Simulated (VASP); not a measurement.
A run of VASP 6.6.1 is set up as follows.

Contents of INCAR:

```
SYSTEM = Co
  PREC = Accurate
  ENCUT = 520
  EDIFF = 1E-7
  ISMEAR = 1
  SIGMA = 0.3
  LREAL = .FALSE.
  LASPH = .TRUE.
  NELM = 150
  ALGO = Normal
  ISIF = 2
  LWAVE = .FALSE.
  LCHARG = .FALSE.
  ISPIN = 2
  MAGMOM = 1.558 1.558
  LORBIT = 11
  LMAXMIX = 4
  GGA = CA
  NBANDS = 20
```

Contents of KPOINTS:

```
regular mesh
0
G
  15 15 8
  0 0 0
```

File POSCAR:

```
Co
1.0
    2.4273810165      0.0000000000      0.0000000000
   -1.2136905082      2.1021736250      0.0000000000
    0.0000000000      0.0000000000      3.9230481332
Co
2
Direct
    0.3333333333      0.6666666667      0.2500000000
    0.6666666667      0.3333333333      0.7500000000
```

Potentials or basis: VASP PAW LDA potentials, release 64 (Co).

Run with:

```console
$ cat potpaw_LDA.64/Co/POTCAR > POTCAR
$ mpirun -np 1 vasp_std > vasp.out
```

What does it give for the pressure?

-0.8 GPa.

Predict the net moment.

3.03 μB per cell.

Stress tensor (GPa, compression positive):
```
-0.54  0.00  0.00
 0.00 -0.54  0.00
 0.00  0.00 -1.38
```

Caveat: so wide a smearing shifts energies and pressures.
